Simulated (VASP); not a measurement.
Wanted: the native input for a VASP 6.6.1 run.

| Property | Result |
| --- | --- |
| Task | single point |
| Functional | PBE |
| Dispersion | D3(BJ) |
| Potentials or basis | VASP PAW PBE potentials, release 64 (Se, W_sv) |
| Cutoff | 400 eV |
| k mesh | 9 × 9 × 1 |
| Occupations | gaussian, width 0.02 eV |
| Spin | no spin polarisation |
| Dipole correction | yes |
| Further INCAR settings | ALGO = Normal; EDIFF = 1e-06; NBANDS = 20; NELMDL = -8 |

The structure of WSe2 lies in POSCAR:

```
WSe2
1.0
    3.2854988181      0.0000000000      0.0000000000
   -1.6427494091      2.8453254406      0.0000000000
    0.0000000000      0.0000000000     32.7375750684
Se W
2 1
Direct
    0.3333333333      0.6666666667      0.4485387266
    0.3333333333      0.6666666667      0.5514612734
    0.6666666667      0.3333333333      0.5000000000
```

One way to write it, as run:

INCAR

```
ALGO = Normal
DIPOL = 0.5 0.5 0.500
EDIFF = 1E-6
ENCUT = 400
GGA = PE
GGA_COMPAT = F
IDIPOL = 3
ISIF = 2
ISMEAR = 0
IVDW = 12
LASPH = T
LCHARG = T
LDIPOL = T
LELF = T
LREAL = F
LVACPOTAV = T
LVHAR = T
LWAVE = F
NBANDS = 20
NELM = 120
NELMDL = -8
PREC = Accurate
SIGMA = 0.02
```

KPOINTS

```
k-points
0
Gamma
  9 9 1
```

Potentials or basis: VASP PAW PBE potentials, release 64 (Se, W_sv).

Command:

```sh
$ cat potpaw_PBE.64/Se/POTCAR potpaw_PBE.64/W_sv/POTCAR > POTCAR
$ mpirun -np 1 vasp_std > vasp.out
```

It gave:

```
Largest force                          : 0.048 eV/Å
Band gap on the k mesh                 : 1.67 eV, direct
Dispersion energy per atom             : -0.337 eV
Ionisation potential of the upper face : 5.06 eV
```

Caveat: spin-orbit coupling is left out, which moves the levels of the heavy elements.

Wall time 110 s on 1 thread of Intel(R) Xeon(R) Platinum 8259CL CPU @ 2.50GHz (Skylake/Cascade Lake), with other jobs on the host, peak memory 0.35 GiB.
